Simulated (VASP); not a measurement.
Crystal: C.

```
C
1.0
     0.00000    1.78012    1.78012
     1.78012    0.00000    1.78012
     1.78012    1.78012    0.00000
C
2
Direct
  0.00000 0.00000 0.00000
  0.25000 0.25000 0.25000
```

Base run:

```yaml
Program: VASP 6.6.1
Functional: PBE
Potentials_or_basis: VASP PAW PBE potentials, release 64 (C)
Cutoff: 520 eV
k_mesh: 8 × 8 × 8
Occupations: gaussian, width 0.01 eV
Spin: no spin polarisation
```

Its results: band gap on the k mesh 4.14 eV, indirect (least direct gap 5.60 eV); pressure 4.9 GPa.

Q: The run is repeated on the same cell with these changes: k mesh from 8 × 8 × 8 to 2 × 2 × 2. What comes out?

A: Band gap on the k mesh 4.57 eV, indirect (least direct gap 5.51 eV); pressure 36.6 GPa.

Caveats: some runs use coarse meshes.

A k mesh can miss the band edges.
